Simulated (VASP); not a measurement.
**InAs: single point with PBEsol**

InAs:

```xyz
2
Lattice="0.0000 2.8773 2.8773 2.8773 0.0000 2.8773 2.8773 2.8773 0.0000" Properties=species:S:1:pos:R:3 pbc="T T T"
In    2.8773    2.8773    2.8773
As    0.0000    0.0000    0.0000
```

| Property | Result |
| --- | --- |
| Program | VASP 6.6.1 |
| Task | single point |
| Functional | PBEsol |
| Potentials or basis | VASP PAW PBE potentials, release 64 (In_d, As) |
| Cutoff | 500 eV |
| k mesh | 4 × 4 × 4 |
| Occupations | fermi-dirac, width 0.05 eV |
| Spin | no spin polarisation |

- Pressure: -2.3 GPa
- Band gap on the k mesh: zero (band 9 reaches 6.06 eV, above the bottom of band 10 at 3.60 eV)

Levels at points of the mesh, in eV from the Fermi level:
```tsv
k point	band 7	band 8	band 9	band 10	band 11	band 12
(0.00, 0.00, 0.00)	-0.85	-0.28	-0.28	-0.28	6.99	6.99
(0.50, 0.00, 0.00)	-6.71	0.11	0.11	1.91	3.05	3.05
(0.50, 0.50, 0.00)	-4.86	-3.17	-2.35	-2.35	3.65	9.00
```

Run time: 12 s on 1 thread of Intel Xeon 8259CL, on a shared host, peak memory 0.16 GiB.

Caveat: the k points lie up to 0.47 Å⁻¹ apart; the PAW data sets were made with another functional, which shifts forces and pressure a little; spin-orbit coupling is left out, which moves the levels of the heavy elements.
